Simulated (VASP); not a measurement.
Here is a VASP 6.6.1 calculation.

The input POSCAR:

```
Sr
1.0
   -2.4022136893      2.4022136893      2.4022136893
    2.4022136893     -2.4022136893      2.4022136893
    2.4022136893      2.4022136893     -2.4022136893
Sr
1
Direct
    0.0000000000      0.0000000000      0.0000000000
```

The input INCAR.step1:

```
SYSTEM = Sr
PREC = Accurate ; ENCUT = 440
ISMEAR = -1 ; SIGMA = 0.05
LREAL = .FALSE. ; LASPH = .TRUE.
NELM = 120 ; NBANDS = 11
GGA = PE ; ALGO = Normal
EDIFF = 1E-5 ; LWAVE = .TRUE.
LCHARG = .FALSE. ; GGA_COMPAT = .FALSE.
```

The input INCAR.step2:

```
SYSTEM = Sr
PREC = Accurate ; ENCUT = 440
EDIFF = 1E-8 ; ISMEAR = -1
SIGMA = 0.05 ; LREAL = .FALSE.
LASPH = .TRUE. ; NELM = 120
ALGO = Normal ; ISIF = 2
LWAVE = .FALSE. ; LCHARG = .FALSE.
METAGGA = R2SCAN ; LMIXTAU = .TRUE.
LEFG = .TRUE. ; NBANDS = 11
ISTART = 1 ; GGA_COMPAT = .FALSE.
```

Contents of KPOINTS:

```
Automatic mesh
0
G
  10 10 10
  0 0 0
```

Potentials or basis: VASP PAW PBE potentials, release 64 (Sr_sv).

Command:

```bash
$ cat potpaw_PBE.64/Sr_sv/POTCAR > POTCAR
$ cp INCAR.step1 INCAR
$ mpirun -np 1 vasp_std > vasp.out
$ cp INCAR.step2 INCAR
$ mpirun -np 1 vasp_std > vasp.out
```

Task: Estimate the pressure.

Result: 0.0 GPa.

Task: What does it give for the band gap on the k mesh?

Result: Zero (bands 5 and 6 overlap by 0.36 eV).

Caveat: the PAW data sets were made with another functional, which shifts forces and pressure a little.
